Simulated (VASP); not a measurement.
Input of a VASP 6.6.1 run:

Contents of INCAR:

```
SYSTEM = TiMoSe4
PREC     = Accurate       ! precision mode
ENCUT    = 520            ! plane-wave cutoff, eV
EDIFF    = 1E-6           ! SCF threshold, eV
ISMEAR   = 0              ! smearing method
SIGMA    = 0.15           ! smearing width, eV
LREAL    = .FALSE.        ! projectors in reciprocal space
LASPH    = .TRUE.         ! aspherical terms in the spheres
NELM     = 150            ! most SCF steps
ALGO     = Normal         ! electronic algorithm
ISIF     = 2              ! what is computed and relaxed
LWAVE    = .FALSE.        ! write WAVECAR
LCHARG   = .TRUE.         ! write CHGCAR
ISPIN    = 2              ! spin polarisation
MAGMOM   = 1 1 0 0 0 0    ! initial moments
LORBIT   = 11             ! projections on sites
LMAXMIX  = 4              ! l up to which the mixer works
GGA      = PE             ! functional
LELF     = .TRUE.         ! ELF
LVHAR    = .TRUE.       
NBANDS   = 38             ! bands
```

File KPOINTS:

```
Automatic mesh
0
G
  2 2 3
  0 0 0
```

File POSCAR:

```
TiMoSe4
1.0
    5.3754272355      0.0000000026      0.0000000000
   -2.6877136200      4.6552565409      0.0000000000
    0.0000000000      0.0000000000      4.8098507510
Ti Mo Se
1 1 4
Direct
    0.0000000000      0.0000000000      0.0000000000
    0.3333333333      0.6666666667      0.0000000000
    0.6666666667      0.3333333333      0.0000000000
    0.4950593181     -0.0098813638      0.5000000000
    1.0098813638      0.5049406819      0.5000000000
    0.4950593181      0.5049406819      0.5000000000
```

Potentials or basis: VASP PAW PBE potentials, release 64 (Ti_sv, Mo_sv, Se).

The run is started by

```sh
$ cat potpaw_PBE.64/Ti_sv/POTCAR potpaw_PBE.64/Mo_sv/POTCAR potpaw_PBE.64/Se/POTCAR > POTCAR
$ mpirun -np 1 vasp_std > vasp.out
```

(1) Estimate the largest force.

(2) What does it give for the band gap on the k mesh?

(3) What does it give for the net moment?

(4) What does it give for the pressure?

Answers

(1) 0.016 eV/Å.

(2) zero (filled and empty bands overlap).

(3) 0.00 μB per cell.

(4) -1.0 GPa.

Caveat: the k points lie up to 0.67 Å⁻¹ apart.
